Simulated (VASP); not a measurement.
Al3Cu:

```
Al Cu
1.0
     2.77840    0.00000    0.00000
     0.00000    2.77840    0.00000
     0.00000    0.00000    7.51340
Al Cu
3 1
Direct
  0.00000 0.00000 0.50000
  0.50000 0.50000 0.22612
  0.50000 0.50000 0.77388
  0.00000 0.00000 0.00000
```

* Program: VASP 6.6.1
* Task: relaxation of volume and atoms at fixed shape
* Functional: PBEsol
* Potentials or basis: VASP PAW PBE potentials, release 64 (Al, Cu)
* Cutoff: 600 eV
* k mesh: 16 × 16 × 6
* Occupations: gaussian, width 0.05 eV
* Spin: no spin polarisation

At the start: pressure 1.3 GPa; volume 14.50 Å³/atom.

How do energy, volume and symmetry change on relaxing?

Over 9 steps the energy falls by 2.7 meV/atom and the volume is 14.71 Å³/atom (+1.5 %); space group P4/mmm (No. 123, to 0.05 Å).

The path:
```
step  energy change (eV)  largest force (eV/Å)  pressure (GPa)  volume (Å³)
   1              0.0000                0.2122            1.32        58.00
   2             -0.0057                0.1736           -0.13        59.01
   3             -0.0053                0.1637           -0.90        59.29
   4             -0.0056                0.1682           -0.82        59.15
   5             -0.0057                0.1707           -0.71        59.08
   6             -0.0094                0.0892           -0.51        59.03
   7             -0.0108                0.0048           -0.25        58.98
   8             -0.0109                0.0025            0.18        58.74
   9             -0.0109                0.0037            0.04        58.85
```

Final structure:
```cif
data_structure
_symmetry_space_group_name_H-M 'P 1'
_symmetry_Int_Tables_number 1
_cell_length_a 2.7919
_cell_length_b 2.7919
_cell_length_c 7.5498
_cell_angle_alpha 90.000
_cell_angle_beta 90.000
_cell_angle_gamma 90.000
_cell_volume 58.85
loop_
_atom_site_label
_atom_site_type_symbol
_atom_site_fract_x
_atom_site_fract_y
_atom_site_fract_z
_atom_site_occupancy
Al1 Al 0.00000 0.00000 0.50000 1
Al2 Al 0.50000 0.50000 0.22096 1
Al3 Al 0.50000 0.50000 0.77904 1
Cu1 Cu 0.00000 0.00000 0.00000 1
```

Caveat: the PAW data sets were made with another functional, which shifts forces and pressure a little.
